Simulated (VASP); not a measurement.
A run of VASP 6.6.1:

INCAR

```
ALGO     = Normal         # electronic algorithm
EDIFF    = 1E-6           # SCF threshold, eV
ENCUT    = 520            # plane-wave cutoff, eV
ISIF     = 2              # what is computed and relaxed
ISMEAR   = -1             # smearing method
LASPH    = True           # aspherical terms in the spheres
LCHARG   = False          # write CHGCAR
LREAL    = False          # projectors in reciprocal space
LWAVE    = False          # write WAVECAR
NBANDS   = 11             # bands
NELM     = 80             # most SCF steps
PREC     = Accurate       # precision mode
SIGMA    = 0.1            # smearing width, eV
```

The input KPOINTS:

```
k-points
0
Gamma
  8 8 8
```

File POSCAR:

```
Ca
1.0
    2.0673740000      1.1935990000      6.7349910000
   -2.0673740000      1.1935990000      6.7349910000
    0.0000000000     -2.3871980000      6.7349910000
Ca
1
Direct
    0.0000000000      0.0000000000      0.0000000000
```

Potentials or basis: VASP PAW LDA potentials, release 64 (Ca_sv).

Run with:

```bash
$ cat potpaw_LDA.64/Ca_sv/POTCAR > POTCAR
$ mpirun -np 1 vasp_std > vasp.out
```

Hardware: 1 thread of Intel Xeon 8259CL, with other jobs on the host.

Question: Estimate the wall time of this run.

Answer: It took 4.3 min on 1 thread of Intel Xeon 8259CL (shared host), peak memory 0.33 GiB. Counts: scf iterations 12, k points 65.
